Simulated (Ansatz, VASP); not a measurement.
**SiNi: VASP beside Ansatz**

```
Si Ni
1.0
     4.43061    0.00000    0.00000
     0.00000    4.43061    0.00000
     0.00000    0.00000    4.43061
Si Ni
4 4
Cartesian
  2.8961 0.6808 1.5345
  0.6808 1.5345 2.8961
  1.5345 2.8961 0.6808
  3.7498 3.7498 3.7498
  1.5535 3.7688 2.8771
  3.7688 2.8771 1.5535
  2.8771 1.5535 3.7688
  0.6618 0.6618 0.6618
```

Alike in both runs: functional LDA; k mesh 8 × 8 × 8; occupations gaussian, width 0.1 eV; no spin polarisation.

Ansatz relaxed the structure, and its values are those at the end. VASP's run is a single point on that final structure, the one shown.

|  | VASP | Ansatz |
| --- | --- | --- |
| version | VASP 6.6.1 | Ansatz 0.2.0 |
| potentials or method | VASP PAW LDA potentials, release 64 (Si, Ni), cutoff 520 eV | scalar-relativistic, plane waves, PAW |
| valence electrons in the cell | 56 | 88 |

Ansatz gave:

| Quantity | Value |
| --- | --- |
| gap on the k mesh at the Fermi level (eV) | none |
| pressure (GPa) | 0.0 |
| rms of the force components (eV/Å) | 0.003 |

Q: Estimate VASP's values.

A: gap on the k mesh at the Fermi level (eV): none; pressure (GPa): 0.3; rms of the force components (eV/Å): 0.004.

LDA's correlation is that of Perdew and Zunger in VASP and of Perdew and Wang (1992) in Ansatz. A gap of «none» marks a metal or a gap that the smearing closes. VASP's potentials hold 56 valence electrons a cell and Ansatz's 88, so a difference there can come from the potentials and not from the codes.
